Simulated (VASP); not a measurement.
Input of a VASP 6.6.1 run:

File INCAR:

```
SYSTEM = Rb3Sr
PREC     = Accurate       ! precision mode
ENCUT    = 520            ! plane-wave cutoff, eV
EDIFF    = 1E-7           ! SCF threshold, eV
ISMEAR   = 1              ! smearing method
SIGMA    = 0.1            ! smearing width, eV
LREAL    = .FALSE.        ! projectors in reciprocal space
LASPH    = .TRUE.         ! aspherical terms in the spheres
NELM     = 80             ! most SCF steps
ALGO     = Normal         ! electronic algorithm
ISIF     = 2              ! what is computed and relaxed
LWAVE    = .FALSE.        ! write WAVECAR
LCHARG   = .FALSE.        ! write CHGCAR
GGA      = PS             ! functional
NBANDS   = 26             ! bands
```

KPOINTS

```
regular mesh
0
G
  4 4 4
  0 0 0
```

POSCAR

```
Rb3Sr
1.0
    0.0000000000      5.4402880000      5.4402880000
    5.4402880000      0.0000000000      5.4402880000
    5.4402880000      5.4402880000      0.0000000000
Rb Sr
3 1
Direct
    0.2500000000      0.2500000000      0.2500000000
    0.7500000000      0.7500000000      0.7500000000
    0.5000000000      0.5000000000      0.5000000000
    0.0000000000      0.0000000000      0.0000000000
```

Potentials or basis: VASP PAW PBE potentials, release 64 (Rb_sv, Sr_sv).

The run is started by

```console
$ cat potpaw_PBE.64/Rb_sv/POTCAR potpaw_PBE.64/Sr_sv/POTCAR > POTCAR
$ mpirun -np 1 vasp_std > vasp.out
```

Task: What does it give for the pressure?

Result: -0.2 GPa.

Task: What does it give for the band gap on the k mesh?

Result: Zero (an odd number of electrons rules out a gap without spin polarisation).

Caveat: the PAW data sets were made with another functional, which shifts forces and pressure a little.
